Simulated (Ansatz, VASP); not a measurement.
Tl2Zn: VASP beside Ansatz

```
Zn Tl
1.0
     7.07555    0.00000    0.00000
     0.00000    7.07555    0.00000
     0.00000    0.00000    3.61886
Zn Tl
2 4
Direct
  0.00000 0.00000 0.00000
  0.50000 0.50000 0.50000
  0.27673 0.27673 0.00000
  0.22327 0.77673 0.50000
  0.72327 0.72327 0.00000
  0.77673 0.22327 0.50000
```

Alike in both runs: functional PBE; k mesh 6 × 6 × 10; occupations gaussian, width 0.1 eV; no spin polarisation.

Ansatz relaxed the structure, and its values are those at the end. VASP's run is a single point on that final structure, the one shown.

|  | VASP | Ansatz |
| --- | --- | --- |
| version | VASP 6.6.1 | Ansatz 0.2.0 |
| potentials or method | VASP PAW PBE potentials, release 64 (Zn, Tl_d), cutoff 520 eV | scalar-relativistic, plane waves, PAW |
| valence electrons in the cell | 76 | 76 |

```tsv
	VASP	Ansatz	Ansatz less VASP
gap on the k mesh at the Fermi level (eV)	none	none	-
pressure (GPa)	0.0	0.0	-0.01
```

A gap of «none» marks a metal or a gap that the smearing closes. With one functional, cell and mesh, what is left measures potentials, basis and numerics.

Spin-orbit coupling is off throughout.
